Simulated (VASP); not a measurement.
Input of a VASP 6.6.1 run:

Contents of INCAR:

```
SYSTEM = Ag3SnSe
PREC = Accurate
ENCUT = 520
EDIFF = 1E-6
ISMEAR = 0
SIGMA = 0.1
LREAL = .FALSE.
LASPH = .TRUE.
NELM = 60
ALGO = Normal
ISIF = 2
LWAVE = .FALSE.
LCHARG = .FALSE.
GGA = PE
NBANDS = 34
```

KPOINTS

```
Automatic mesh
0
G
  4 4 4
  0 0 0
```

POSCAR

```
Ag3SnSe
1.0
    5.0642390823      0.0000000000      0.0000000000
    0.0000000000      5.0642390823      0.0000000000
    0.0000000000      0.0000000000      5.0642390823
Ag Sn Se
3 1 1
Direct
    0.5000000000      0.0000000000      0.5000000000
    0.0000000000      0.5000000000      0.5000000000
    0.5000000000      0.5000000000      0.0000000000
    0.0000000000      0.0000000000      0.0000000000
    0.5000000000      0.5000000000      0.5000000000
```

Potentials or basis: VASP PAW PBE potentials, release 64 (Ag, Sn_d, Se).

Run with:

```sh
$ cat potpaw_PBE.64/Ag/POTCAR potpaw_PBE.64/Sn_d/POTCAR potpaw_PBE.64/Se/POTCAR > POTCAR
$ mpirun -np 1 vasp_std > vasp.out
```

**Question.** What does it give for the pressure?

**Answer.** 0.1 GPa.
